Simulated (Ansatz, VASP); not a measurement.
One calculation of Sn3P4, two programs

```
Sn P
1.0
     3.50111    2.02137    4.16255
    -3.50111    2.02137    4.16255
     0.00000   -4.04273    4.16255
Sn P
3 4
Direct
  0.70420 0.70420 0.70420
  0.29580 0.29580 0.29580
  0.00000 0.00000 0.00000
  0.00000 0.00000 0.50000
  0.50000 0.00000 0.00000
  0.00000 0.50000 0.00000
  0.50000 0.50000 0.50000
```

Alike in both runs: functional PBE; k mesh 3 × 3 × 3; occupations gaussian, width 0.1 eV; no spin polarisation.

Ansatz relaxed the structure, and its values are those at the end. VASP's run is a single point on that final structure, the one shown.

|  | VASP | Ansatz |
| --- | --- | --- |
| version | VASP 6.6.1 | Ansatz 0.2.0 |
| potentials or method | VASP PAW PBE potentials, release 64 (Sn_d, P), cutoff 520 eV | scalar-relativistic, plane waves, PAW |
| valence electrons in the cell | 62 | 62 |

VASP gave:

| Property | Result |
| --- | --- |
| gap on the k mesh at the Fermi level (eV) | none |
| pressure (GPa) | -0.1 |

**Question.** What did Ansatz give for the same quantities?

**Answer.** gap on the k mesh at the Fermi level (eV): none; pressure (GPa): 0.0.

A gap of «none» marks a metal or a gap that the smearing closes. The functional is the same, so the differences come from potentials, cutoffs and numerics.

The k mesh is coarse, so the values compare programs but aren't converged.
